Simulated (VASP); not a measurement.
Here is a VASP 6.6.1 calculation.

Contents of INCAR:

```
SYSTEM = InSb
  PREC = Accurate
  ENCUT = 520
  EDIFF = 1E-6
  ISMEAR = 0
  SIGMA = 0.15
  LREAL = .FALSE.
  LASPH = .TRUE.
  NELM = 100
  ALGO = Fast
  ISIF = 2
  LWAVE = .FALSE.
  LCHARG = .TRUE.
  GGA = PS
  LELF = .TRUE.
  LVHAR = .TRUE.
  NBANDS = 16
```

File KPOINTS:

```
Automatic mesh
0
G
  24 24 24
  0 0 0
```

Contents of POSCAR:

```
InSb
1.0
   -2.7315545469      2.7315545469      1.7897467398
    2.7315545469     -2.7315545469      1.7897467398
    2.7315545469      2.7315545469     -1.7897467398
In Sb
1 1
Direct
    0.2500000000      0.7500000000      0.5000000000
    0.0000000000      0.0000000000      0.0000000000
```

Potentials or basis: VASP PAW PBE potentials, release 64 (In_d, Sb).

The run is started by

```bash
$ cat potpaw_PBE.64/In_d/POTCAR potpaw_PBE.64/Sb/POTCAR > POTCAR
$ mpirun -np 1 vasp_std > vasp.out
```

Question: Predict the band gap on the k mesh.

Answer: Zero (bands 9 and 10 overlap by 4.65 eV).

Question: Predict the pressure.

Answer: 2.6 GPa.

Stress tensor (GPa, compression positive):
```
 4.86  0.00  0.00
 0.00  4.86  0.00
 0.00  0.00 -1.90
```

Caveat: the stress differs along the axes, from -2 to 5 GPa; the PAW data sets were made with another functional, which shifts forces and pressure a little; spin-orbit coupling is left out, which moves the levels of the heavy elements.
